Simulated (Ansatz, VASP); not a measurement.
**One calculation of HfO2, two programs**

```
Hf O
1.0
     3.57669    0.00000    0.00000
     0.00000    3.57669    0.00000
     0.00000    0.00000    5.20222
Hf O
2 4
Direct
  0.50000 0.50000 0.50000
  0.00000 0.00000 0.00000
  0.00000 0.50000 0.69621
  0.50000 0.00000 0.80379
  0.50000 0.00000 0.30379
  0.00000 0.50000 0.19621
```

Alike in both runs: task single point; functional r2SCAN; k mesh 8 × 8 × 6; no spin polarisation.

```csv
,VASP,Ansatz
version,VASP 6.6.1,Ansatz 0.2.0
potentials or method,"VASP PAW PBE potentials, release 64 (Hf_pv, O)","plane waves, PAW"
plane-wave cutoff (eV),520,500
occupations,"gaussian, width 0.01 eV",fixed
valence electrons in the cell,44,76
```

VASP gave:

| Quantity | Value |
| --- | --- |
| gap on the k mesh at the Fermi level (eV) | 5.24 |
| pressure (GPa) | -3.5 |
| traceless stress, the component that is largest in VASP (GPa) | 0.16 |
| rms of the force components (eV/Å) | 0.032 |

Q: Estimate Ansatz's values.

A: gap on the k mesh at the Fermi level (eV): 5.26; pressure (GPa): 0.0; traceless stress, the component that is largest in VASP (GPa): 0.00; rms of the force components (eV/Å): 0.000.

VASP's potentials were made for PBE, not for r2SCAN. Atom by atom the forces differ by 0.032 eV/Å (rms over components). VASP's potentials hold 44 valence electrons a cell and Ansatz's 76, so a difference there can come from the potentials and not from the codes.

Neither program's run includes spin-orbit coupling.
